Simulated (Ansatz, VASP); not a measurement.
Cs in VASP and in Ansatz

```
Cs
1.0
     7.43420    0.00000    0.00000
     0.00000    7.43420    0.00000
     0.00000    0.00000    7.43420
Cs
3
Direct
  0.50000 0.00000 0.00000
  0.00000 0.50000 0.00000
  0.00000 0.00000 0.50000
```

Alike in both runs: functional PBE; k mesh 6 × 6 × 6; occupations gaussian, width 0.1 eV; no spin polarisation.

Ansatz relaxed the structure, and its values are those at the end. VASP's run is a single point on that final structure, the one shown.

|  | VASP | Ansatz |
| --- | --- | --- |
| version | VASP 6.6.1 | Ansatz 0.2.0 |
| potentials or method | VASP PAW PBE potentials, release 64 (Cs_sv), cutoff 520 eV | scalar-relativistic, plane waves, PAW |
| valence electrons in the cell | 27 | 27 |

```tsv
	VASP	Ansatz	Ansatz less VASP
gap on the k mesh at the Fermi level (eV)	none	none	-
pressure (GPa)	0.0	0.0	+0.01
```

A gap of «none» marks a metal or a gap that the smearing closes.

Spin-orbit coupling is off throughout.
